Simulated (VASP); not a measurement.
A run of VASP 6.6.1:

File INCAR:

```
SYSTEM = Ag
  PREC = Accurate
  ENCUT = 520
  EDIFF = 1E-7
  ISMEAR = -1
  SIGMA = 0.1
  LREAL = .FALSE.
  LASPH = .TRUE.
  NELM = 60
  ALGO = Normal
  ISIF = 2
  LWAVE = .FALSE.
  LCHARG = .FALSE.
  GGA = PE
  NBANDS = 12
```

The input KPOINTS:

```
Automatic mesh
0
G
  12 12 12
  0 0 0
```

File POSCAR:

```
Ag
1.0
    2.7521713490      0.0000000000      0.0000000000
    0.0000000000      2.7521713490      0.0000000000
    0.0000000000      0.0000000000      2.7521713490
Ag
1
Direct
    0.0000000000      0.0000000000      0.0000000000
```

Potentials or basis: VASP PAW PBE potentials, release 64 (Ag).

Launch:

```bash
$ cat potpaw_PBE.64/Ag/POTCAR > POTCAR
$ mpirun -np 1 vasp_std > vasp.out
```

Hardware: 1 thread of Intel Xeon 6975P-C, on a shared host.

Task: How long does it take, and how much memory?

Result: Wall time 6.8 s on 1 thread of Intel Xeon 6975P-C, with other jobs on the host, peak memory 0.14 GiB. Counts: scf iterations 12, k points 84.
